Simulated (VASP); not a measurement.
Here is a VASP 6.6.1 calculation.

The input INCAR:

```
PREC = Accurate
ENCUT = 520
EDIFF = 1E-6
ISMEAR = 0
SIGMA = 0.1
LREAL = F
LASPH = T
NELM = 100
ALGO = Fast
ISIF = 2
LWAVE = F
LCHARG = F
LDIPOL = T
IDIPOL = 3
DIPOL = 0.5 0.5 0.486
GGA = PS
IBRION = 2
NSW = 45
EDIFFG = -0.02
```

File KPOINTS:

```
regular mesh
0
Gamma
  9 9 1
```

File POSCAR:

```
Ta5O
1.0
    3.2805195245      0.0000000000      0.0000000000
    0.0000000000      3.2805195245      0.0000000000
    0.0000000000      0.0000000000     25.5610390491
Ta O
5 1
Selective dynamics
Direct
    0.5000000000      0.5000000000      0.3325373427  F F F
    0.0000000000      0.0000000000      0.3967076512  F F F
    0.5000000000      0.5000000000      0.4611411134  F F F
    0.0000000000      0.0000000000      0.5263369579  F F F
    0.5000000000      0.5000000000      0.5815099130  F F F
    1.0000000000      1.0000000000      0.6190670717  F F T
```

Potentials or basis: VASP PAW PBE potentials, release 64 (Ta_pv, O).

The run is started by

```bash
$ cat potpaw_PBE.64/Ta_pv/POTCAR potpaw_PBE.64/O/POTCAR > POTCAR
$ mpirun -np 1 vasp_std > vasp.out
```

Task: Estimate the energy gained by relaxing.

Result: 34.5 meV/atom.

Task: What does it give for the band gap on the k mesh?

Result: Zero (an odd number of electrons rules out a gap without spin polarisation).

The path:
```csv
step,energy change (eV),largest force on free atoms (eV/Å),pressure (GPa)
1,0.0000,1.9513,-3.38
2,-0.1478,1.1097,-2.98
3,-0.2044,0.2547,-2.53
4,-0.2072,0.0318,-2.37
5,-0.2072,0.0170,-2.39
```

Caveat: the PAW data sets were made with another functional, which shifts forces and pressure a little; spin-orbit coupling is left out, which moves the levels of the heavy elements; an odd number of electrons without spin polarisation forces a metal; a magnetic or distorted state may lie lower.
